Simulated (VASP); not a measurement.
# TaN (P6/mmm) in VASP: a series of runs, part 2 of 2

VASP 6.6.1. The steps go on from the part before.

## 5. Single point, PBEsol

This run uses another cell than the first one, of 11.34 Å³/atom, 1.032 times its volume.

The input, INCAR:

```
PREC = Accurate ; ENCUT = 600
EDIFF = 1E-6 ; ISMEAR = 0
SIGMA = 0.1 ; LREAL = F
LASPH = T ; NELM = 120
ALGO = Normal ; ISIF = 2
LWAVE = F ; LCHARG = F
GGA = PS ; NBANDS = 33
GGA_COMPAT = F
```

The input, KPOINTS:

```
Automatic mesh
0
Gamma
  6 6 9
```

The input, POSCAR:

```
TaN
1.0
    5.1917848021      0.0000000000      0.0000000000
   -2.5958924011      4.4962175296      0.0000000000
    0.0000000000      0.0000000000      2.9137517646
Ta N
3 3
Direct
    0.0000000000      0.0000000000      0.0000000000
    0.3333333333      0.6666666667      0.5000000000
    0.6666666667      0.3333333333      0.5000000000
    0.5000000000      0.0000000000      0.0000000000
    0.0000000000      0.5000000000      0.0000000000
    0.5000000000      0.5000000000      0.0000000000
```

Potentials or basis: VASP PAW PBE potentials, release 64 (Ta_pv, N).

On the command line:

```sh
> cat potpaw_PBE.64/Ta_pv/POTCAR potpaw_PBE.64/N/POTCAR > POTCAR
> mpirun -np 1 vasp_std > vasp.out
```

OUTCAR:

```text
PREC = Accurate
   ENCUT = 600
   EDIFF = 1E-6
   ISMEAR = 0
   LREAL = F
   LASPH = T
   NELM = 120
   ISIF = 2
   GGA = PS

 ion  position               nearest neighbor table
   1  0.000  0.000  0.000-   6 2.60   6 2.60   4 2.60   4 2.60   5 2.60   5 2.60   3 3.33   3 3.33
                             2 3.33   2 3.33   2 3.33   3 3.33   2 3.33   3 3.33   2 3.33   3 3.33
   2  0.333  0.667  0.500-   5 2.09   5 2.09   4 2.09   4 2.09   6 2.09   6 2.09   3 3.00   3 3.00
                             3 3.00   1 3.33   1 3.33   1 3.33   1 3.33   1 3.33   1 3.33
   3  0.667  0.333  0.500-   5 2.09   5 2.09   4 2.09   4 2.09   6 2.09   6 2.09   2 3.00   2 3.00
                             2 3.00   1 3.33   1 3.33   1 3.33   1 3.33   1 3.33   1 3.33
   4  0.500  0.000  0.000-   2 2.09   3 2.09   2 2.09   3 2.09   1 2.60   1 2.60
   5  0.000  0.500  0.000-   2 2.09   3 2.09   2 2.09   3 2.09   1 2.60   1 2.60
   6  0.500  0.500  0.000-   2 2.09   3 2.09   2 2.09   3 2.09   1 2.60   1 2.60

  LATTYP: Found a hexagonal cell.
 ALAT       =     5.1917848021
 C/A-ratio  =     0.5612235244

  Lattice vectors:

 A1 = (   5.1917848021,   0.0000000000,   0.0000000000)
 A2 = (  -2.5958924011,   4.4962175296,   0.0000000000)
 A3 = (   0.0000000000,   0.0000000000,   2.9137517646)

[... 188 lines left out ...]
 Fermi energy:         7.8401286481

 k-point     1 :       0.0000    0.0000    0.0000
  band No.  band energies     occupation
      1     -28.1318      2.00000
      2     -28.1318      2.00000
      3     -27.7468      2.00000
      4     -27.7468      2.00000
      5     -27.5331      2.00000
      6     -27.4246      2.00000
[... 853 lines left out ...]
     32      11.7414      0.00000
     33      12.3500      0.00000

 [... further k-points ...]

------------------------ aborting loop because EDIFF is reached ----------------------------------------

  FORCE on cell =-STRESS in cart. coord.  units (eV):
  Direction    XX          YY          ZZ          XY          YZ          ZX
  --------------------------------------------------------------------------------------
  -------------------------------------------------------------------------------------
  Total        0.2901602      0.2901602      0.4545678     -0.0000000     -0.0000000      0.0000000
  in kB        6.8348957      6.8348957     10.7076140     -0.0000000     -0.0000000      0.0000000
  external PRESSURE =       8.1258018 kB  Pullay stress =       0.0000000 kB

 VOLUME and BASIS-vectors are now :
 -----------------------------------------------------------------------------
  energy-cutoff  :      600.00
  volume of cell :       68.02
      direct lattice vectors                 reciprocal lattice vectors
     5.191784802  0.000000000  0.000000000     0.192611990  0.111204584  0.000000000
    -2.595892401  4.496217530  0.000000000     0.000000000  0.222409168  0.000000000
     0.000000000  0.000000000  2.913751765     0.000000000  0.000000000  0.343200135

 POSITION                                       TOTAL-FORCE (eV/Angst)
 -----------------------------------------------------------------------------------
      0.00000      0.00000      0.00000         0.000000      0.000000      0.000000
     -0.00000      2.99748      1.45688        -0.000000     -0.000000     -0.000000
      2.59589      1.49874      1.45688         0.000000      0.000000      0.000000
      2.59589      0.00000      0.00000         0.000000      0.000000      0.000000
     -1.29795      2.24811      0.00000         0.000000      0.000000      0.000000
      1.29795      2.24811      0.00000         0.000000      0.000000      0.000000
 -----------------------------------------------------------------------------------
    total drift:                                0.000000      0.000000     -0.000000

  FREE ENERGIE OF THE ION-ELECTRON SYSTEM (eV)
  ---------------------------------------------------
  free  energy   TOTEN  =       -68.7072621279 eV

  energy  without entropy=      -68.7041810724  energy(sigma->0) =      -68.70572160
```

OSZICAR:

```text
N       E                     dE             d eps       ncg     rms          rms(c)
DAV:   1     0.477543101491E+03    0.47754E+03   -0.28202E+04  2310   0.170E+03
DAV:   2    -0.447236944505E+02   -0.52227E+03   -0.49587E+03  2575   0.485E+02
DAV:   3    -0.779705310514E+02   -0.33247E+02   -0.32488E+02  2866   0.118E+02
DAV:   4    -0.787301750720E+02   -0.75964E+00   -0.75163E+00  2936   0.170E+01
DAV:   5    -0.787483885642E+02   -0.18213E-01   -0.18184E-01  2954   0.207E+00    0.461E+01
DAV:   6    -0.693527701193E+02    0.93956E+01   -0.44606E+01  2979   0.381E+01    0.199E+01
DAV:   7    -0.689160006266E+02    0.43677E+00   -0.35507E+00  2973   0.142E+01    0.115E+01
DAV:   8    -0.687420264589E+02    0.17397E+00   -0.68399E-01  2935   0.518E+00    0.380E+00
DAV:   9    -0.687089712635E+02    0.33055E-01   -0.86090E-02  2908   0.277E+00    0.466E-01
DAV:  10    -0.687076116455E+02    0.13596E-02   -0.16554E-02  2990   0.730E-01    0.219E-01
DAV:  11    -0.687072758846E+02    0.33576E-03   -0.24262E-03  2874   0.324E-01    0.439E-02
DAV:  12    -0.687072629547E+02    0.12930E-04   -0.16176E-04  2969   0.887E-02    0.185E-02
DAV:  13    -0.687072619161E+02    0.10385E-05   -0.83217E-06  2859   0.212E-02    0.479E-03
DAV:  14    -0.687072621279E+02   -0.21175E-06   -0.10133E-06  1710   0.649E-03
   1 F= -.68707262E+02 E0= -.68705722E+02  d E =-.308106E-02
```

stdout:

```text
POSCAR found type information on POSCAR TaN
 POSCAR found :  2 types and       6 ions
 scaLAPACK will be used
 -----------------------------------------------------------------------------
|                                                                             |
|                                                                             |
|     You enforced a specific xc type in the INCAR file but a different       |
|     I HOPE YOU KNOW WHAT YOU ARE DOING!                                     |
|                                                                             |
 -----------------------------------------------------------------------------

 LDA part: xc-table for (Slater+PW92), standard interpolation
 POSCAR, INCAR and KPOINTS ok, starting setup
 FFT: planning ... GRIDC
 FFT: planning ... GRID_SOFT
 FFT: planning ... GRID
 WAVECAR not read
 entering main loop
```

Run time: 62 s. Hardware: 1 thread of Intel Xeon 6975P-C (Granite Rapids), shared host; peak memory 0.23 GiB.

What came out:

| Property | Result |
| --- | --- |
| Free energy | -68.7073 eV |
| Pressure | 0.8 GPa |
| Band gap on the k mesh | zero (band 24 reaches 8.80 eV, above the bottom of band 25 at 6.74 eV) |

Caveat: the PAW data sets were made with another functional, which shifts forces and pressure a little; spin-orbit coupling is left out, which moves the levels of the heavy elements.

## 6. Single point, PBEsol

This run uses another cell than the first one, of 11.41 Å³/atom, 1.038 times its volume.

The input, INCAR:

```
SYSTEM = TaN
PREC = Accurate
ENCUT = 600
EDIFF = 1E-6
ISMEAR = 0
SIGMA = 0.1
LREAL = .False.
LASPH = .True.
NELM = 120
ALGO = Normal
ISIF = 2
LWAVE = .False.
LCHARG = .True.
GGA = PS
LELF = .True.
LVHAR = .True.
NBANDS = 33
GGA_COMPAT = .False.
```

The input, KPOINTS:

```
regular mesh
0
Gamma
  6 6 9
  0 0 0
```

Edit POSCAR of step 5 so:

```diff
@@ -2,5 +2,5 @@
 1.0
-    5.1917848021      0.0000000000      0.0000000000
-   -2.5958924011      4.4962175296      0.0000000000
-    0.0000000000      0.0000000000      2.9137517646
+    5.2059241065      0.0000000000      0.0000000000
+   -2.6029620532      4.5084625264      0.0000000000
+    0.0000000000      0.0000000000      2.9168716308
 Ta N
```

Potentials or basis: VASP PAW PBE potentials, release 64 (Ta_pv, N).

On the command line:

```sh
> cat potpaw_PBE.64/Ta_pv/POTCAR potpaw_PBE.64/N/POTCAR > POTCAR
> mpirun -np 1 vasp_std > vasp.out
```

OUTCAR:

```text
SYSTEM = TaN
   PREC = Accurate
   ENCUT = 600
   EDIFF = 1E-6
   ISMEAR = 0
   LREAL = .False.
   LASPH = .True.
   NELM = 120
   ISIF = 2
   GGA = PS

 ion  position               nearest neighbor table
   1  0.000  0.000  0.000-   5 2.60   5 2.60   4 2.60   4 2.60   6 2.60   6 2.60   3 3.34   3 3.34
                             2 3.34   2 3.34   2 3.34   3 3.34   2 3.34   3 3.34   2 3.34   3 3.34
   2  0.333  0.667  0.500-   4 2.09   4 2.09   5 2.09   5 2.09   6 2.09   6 2.09   3 3.01   3 3.01
                             3 3.01   1 3.34   1 3.34   1 3.34   1 3.34   1 3.34   1 3.34
   3  0.667  0.333  0.500-   4 2.09   4 2.09   5 2.09   5 2.09   6 2.09   6 2.09   2 3.01   2 3.01
                             2 3.01   1 3.34   1 3.34   1 3.34   1 3.34   1 3.34   1 3.34
   4  0.500  0.000  0.000-   2 2.09   3 2.09   2 2.09   3 2.09   1 2.60   1 2.60
   5  0.000  0.500  0.000-   2 2.09   3 2.09   2 2.09   3 2.09   1 2.60   1 2.60
   6  0.500  0.500  0.000-   2 2.09   3 2.09   2 2.09   3 2.09   1 2.60   1 2.60

  LATTYP: Found a hexagonal cell.
 ALAT       =     5.2059241065
 C/A-ratio  =     0.5602985313

  Lattice vectors:

 A1 = (   5.2059241065,   0.0000000000,   0.0000000000)
 A2 = (  -2.6029620532,   4.5084625264,   0.0000000000)
 A3 = (   0.0000000000,   0.0000000000,   2.9168716308)

Analysis of symmetry for initial positions (statically):
=====================================================================
 Subroutine PRICEL returns:
 Original cell was already a primitive cell.

 Routine SETGRP: Setting up the symmetry group for a
 hexagonal supercell.

 Subroutine GETGRP returns: Found 24 space group operations
 (whereof 24 operations were pure point group operations)
 out of a pool of 24 trial point group operations.

The static configuration has the point symmetry D_6h.

Analysis of symmetry for dynamics (positions and initial velocities):
=====================================================================
 Subroutine PRICEL returns:
 Original cell was already a primitive cell.

 Routine SETGRP: Setting up the symmetry group for a
 hexagonal supercell.

 Subroutine GETGRP returns: Found 24 space group operations
[... 136 lines left out ...]
   GGA     = PS    functional components
   LHFCALC =     F    Hartree Fock is set to
   AEXX    =    0.0000 exact exchange contribution
   IVDW    =     0    specifies the selected vdW correction
   LEPSILON=     F    determine dielectric tensor
   LRPA    =     F    only Hartree local field effects (RPA)
 non-spin polarized calculation
 Gauss-broadening in eV      SIGMA  =   0.10
  energy-cutoff  :      600.00
  volume of cell :       68.46
 maximum number of plane-waves:      2322
 NGX is ok and might be reduce to    42
   NGX = 21   NGY = 21   NGZ = 11

 number of electron      48.0000002 magnetization

 Free energy of the ion-electron system (eV)
  ---------------------------------------------------
  ext. energy  EPLUGINS =         0.00000000
  ---------------------------------------------------
  free energy    TOTEN  =       -68.70717059 eV

  energy without entropy =      -68.70403205  energy(sigma->0) =      -68.70560132

 E-fermi :   7.7707     XC(G=0): -13.1479

 val. band max:        7.7581802160   @ k =   0.1667   0.0000   0.2222
 cond. band min:       7.7951084481   @ k =   0.0000   0.0000   0.2222
 fundamental gap:      0.0369282322
 Fermi energy:         7.7707238121

 k-point     1 :       0.0000    0.0000    0.0000
  band No.  band energies     occupation
      1     -28.2035      2.00000
      2     -28.2035      2.00000
      3     -27.8256      2.00000
      4     -27.8256      2.00000
      5     -27.6132      2.00000
      6     -27.5060      2.00000
[... 853 lines left out ...]
     32      11.6285      0.00000
     33      12.2224      0.00000

 [... further k-points ...]

------------------------ aborting loop because EDIFF is reached ----------------------------------------

  FORCE on cell =-STRESS in cart. coord.  units (eV):
  Direction    XX          YY          ZZ          XY          YZ          ZX
  --------------------------------------------------------------------------------------
  -------------------------------------------------------------------------------------
  Total       -0.5400366     -0.5400366     -0.3935846     -0.0000000     -0.0000000      0.0000000
  in kB      -12.6383428    -12.6383428     -9.2109628     -0.0000000     -0.0000000      0.0000000
  external PRESSURE =     -11.4958828 kB  Pullay stress =       0.0000000 kB

 VOLUME and BASIS-vectors are now :
 -----------------------------------------------------------------------------
  energy-cutoff  :      600.00
  volume of cell :       68.46
      direct lattice vectors                 reciprocal lattice vectors
     5.205924107  0.000000000  0.000000000     0.192088855  0.110902552  0.000000000
    -2.602962053  4.508462526  0.000000000     0.000000000  0.221805104  0.000000000
     0.000000000  0.000000000  2.916871631     0.000000000  0.000000000  0.342833051

 POSITION                                       TOTAL-FORCE (eV/Angst)
 -----------------------------------------------------------------------------------
      0.00000      0.00000      0.00000        -0.000000      0.000000      0.000000
     -0.00000      3.00564      1.45844        -0.000000      0.000000     -0.000000
      2.60296      1.50282      1.45844         0.000000      0.000000      0.000000
      2.60296      0.00000      0.00000        -0.000000      0.000000      0.000000
     -1.30148      2.25423      0.00000        -0.000000      0.000000      0.000000
      1.30148      2.25423      0.00000        -0.000000      0.000000      0.000000
 -----------------------------------------------------------------------------------
    total drift:                                0.000000      0.000000     -0.000000

  FREE ENERGIE OF THE ION-ELECTRON SYSTEM (eV)
  ---------------------------------------------------
  free  energy   TOTEN  =       -68.7071705853 eV

  energy  without entropy=      -68.7040320508  energy(sigma->0) =      -68.70560132
```

OSZICAR:

```text
N       E                     dE             d eps       ncg     rms          rms(c)
DAV:   1     0.474156198730E+03    0.47416E+03   -0.28341E+04  2310   0.170E+03
DAV:   2    -0.459508971169E+02   -0.52011E+03   -0.49625E+03  2625   0.481E+02
DAV:   3    -0.780204019735E+02   -0.32070E+02   -0.31377E+02  2779   0.116E+02
DAV:   4    -0.787376895391E+02   -0.71729E+00   -0.70974E+00  2946   0.167E+01
DAV:   5    -0.787555636427E+02   -0.17874E-01   -0.17845E-01  2876   0.205E+00    0.456E+01
DAV:   6    -0.693545421239E+02    0.94010E+01   -0.44672E+01  2961   0.381E+01    0.196E+01
DAV:   7    -0.689156161404E+02    0.43893E+00   -0.36308E+00  2986   0.142E+01    0.114E+01
DAV:   8    -0.687421551644E+02    0.17346E+00   -0.70535E-01  2918   0.520E+00    0.379E+00
DAV:   9    -0.687089355678E+02    0.33220E-01   -0.91450E-02  2840   0.278E+00    0.473E-01
DAV:  10    -0.687075263364E+02    0.14092E-02   -0.16750E-02  2991   0.726E-01    0.224E-01
DAV:  11    -0.687071881009E+02    0.33824E-03   -0.25051E-03  2912   0.323E-01    0.442E-02
DAV:  12    -0.687071714593E+02    0.16642E-04   -0.17368E-04  2921   0.892E-02    0.188E-02
DAV:  13    -0.687071705853E+02    0.87400E-06   -0.84665E-06  2833   0.211E-02
   1 F= -.68707171E+02 E0= -.68705601E+02  d E =-.313853E-02
```

Run time: 55 s. Hardware: 1 thread of Intel Xeon 6975P-C (Granite Rapids), shared host; peak memory 0.24 GiB.

Results:

* Free energy: -68.7072 eV
* Pressure: -1.1 GPa
* Band gap on the k mesh: zero (band 24 reaches 8.72 eV, above the bottom of band 25 at 6.68 eV)

Levels at points of the mesh, in eV from the Fermi level:
```
           k point  band 22  band 23  band 24  band 25  band 26  band 27
(0.00, 0.00, 0.00)    -2.29    -1.89    -1.09    -1.09     0.96     0.96
(0.50, 0.00, 0.00)    -2.71    -1.53    -0.53     1.47     1.95     1.99
```

Caveat: the PAW data sets were made with another functional, which shifts forces and pressure a little; spin-orbit coupling is left out, which moves the levels of the heavy elements.

## 7. The runs side by side

| cell | gap on the mesh (eV) | pressure (GPa) |
| --- | --- | --- |
| a = 5.124, b = 5.124, c = 2.900 Å, angles 90.0, 90.0, 120.0°, 6 atoms | none | 11.0 |
| a = 5.156, b = 5.156, c = 2.907 Å, angles 90.0, 90.0, 120.0°, 6 atoms | none | 5.9 |
| a = 5.177, b = 5.177, c = 2.911 Å, angles 90.0, 90.0, 120.0°, 6 atoms | none | 2.8 |
| a = 5.192, b = 5.192, c = 2.914 Å, angles 90.0, 90.0, 120.0°, 6 atoms | none | 0.8 |
| a = 5.206, b = 5.206, c = 2.917 Å, angles 90.0, 90.0, 120.0°, 6 atoms | none | -1.1 |

Alike in all rows: task single point; level PBEsol; potentials or basis VASP PAW PBE potentials, release 64 (Ta_pv, N); no spin polarisation; k mesh 6 × 6 × 9; cutoff (eV) 600; smearing gaussian 0.1 eV.

Caveats: the PAW data sets were made with another functional, which shifts forces and pressure a little; spin-orbit coupling is left out, which moves the levels of the heavy elements.

Total energies depend on the potentials used, so only differences within one code and one set of settings carry meaning.
